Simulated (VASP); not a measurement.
The system is CuO.

```
Cu O
1.0
     2.37267   -1.73382    0.00000
     2.37267    1.73382    0.00000
    -0.86121    0.00000    5.12443
Cu O
2 2
Direct
  0.50000 0.00000 0.50000
  0.00000 0.50000 0.00000
  0.41840 0.58160 0.75000
  0.58160 0.41840 0.25000
```

Base run:

```yaml
Program: VASP 6.6.1
Functional: PBE
Potentials_or_basis: VASP PAW PBE potentials, release 64 (Cu, O)
Cutoff: 520 eV
k_mesh: 10 × 10 × 5
Occupations: fermi-dirac, width 0.05 eV
Spin: no spin polarisation
```

Its results: band gap on the k mesh zero (bands 17 and 18 overlap by 0.60 eV); pressure -0.4 GPa; largest force 0.337 eV/Å.

Question: The run is repeated on the same cell with these changes: functional from PBE to revPBE. What comes out?

Answer: Band gap on the k mesh zero (bands 17 and 18 overlap by 0.60 eV); pressure 3.5 GPa; largest force 0.286 eV/Å.

revPBE binds less tightly than PBE, so the same cell stands under more pressure.

Caveats: semilocal functionals often make such compounds metallic where correlation or magnetic order opens a gap, which also shifts bond lengths; the cell stands under pressure (at least some runs); the PAW data sets were made with another functional, which shifts forces and pressure a little (at least some runs).
